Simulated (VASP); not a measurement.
Write the native input for VASP 6.6.1 that does the following.

- Task: relaxation of cell and atoms
- Functional: PBE
- Potentials or basis: VASP PAW PBE potentials, release 64 (Mg, H)
- Cutoff: 600 eV
- k mesh: 4 × 6 × 6
- Occupations: gaussian, width 0.1 eV
- Spin: no spin polarisation
- Dipole correction: no
- Further INCAR settings: ALGO = Normal; EDIFF = 1e-06; IBRION = 2; EDIFFG = -0.04; NSW = 90; ISIF = 3

The structure of Mg2H3 lies in POSCAR:

```
Mg2H3
1.0
    4.1115490200      0.0000000000      0.0000000000
    0.0000000000      3.4147997700      2.2105715800
    0.0000000000     -3.4147997700      2.2105715800
Mg H
2 3
Direct
    0.5000000000      0.0536961200      0.6838819300
    0.5000000000      0.6838819300      0.0536961200
    0.0000000000      0.6851083300      0.6851083300
    0.8205851500      0.1252257400      0.1252257400
    0.1794148500      0.1252257400      0.1252257400
```

One way to write it, as run:

INCAR

```
SYSTEM = Mg2H3
  PREC = Accurate
  ENCUT = 600
  EDIFF = 1E-6
  ISMEAR = 0
  SIGMA = 0.1
  LREAL = .False.
  LASPH = .True.
  NELM = 60
  ALGO = Normal
  ISIF = 3
  LWAVE = .False.
  LCHARG = .False.
  GGA = PE
  IBRION = 2
  NSW = 90
  EDIFFG = -0.04
```

KPOINTS

```
Automatic mesh
0
Gamma
  4 6 6
  0 0 0
```

Potentials or basis: VASP PAW PBE potentials, release 64 (Mg, H).

Command:

```bash
$ cat potpaw_PBE.64/Mg/POTCAR potpaw_PBE.64/H/POTCAR > POTCAR
$ mpirun -np 1 vasp_std > vasp.out
```

It gave:

* Relaxed volume: 14.45 Å³/atom
* Relaxed cell: a = 2.956 Å, b = 5.411 Å, c = 5.411 Å, α = 123.40°, β = 90.00°, γ = 90.00°
* Space group after relaxing (to 0.05 Å): Amm2 (No. 38)
* Energy gained by relaxing: 688.3 meV/atom
* Ionic steps: 65
* Pressure after relaxing: 0.0 GPa
* Largest force after relaxing: 0.026 eV/Å

Caveat: the k points lie up to 0.53 Å⁻¹ apart in the final cell; the volume moved by over 15 % at a fixed basis, so the end points are rough.

Run time: 5.2 min on 1 thread of Intel(R) Xeon(R) Platinum 8559C (Emerald Rapids), with other jobs on the host, peak memory 0.21 GiB.
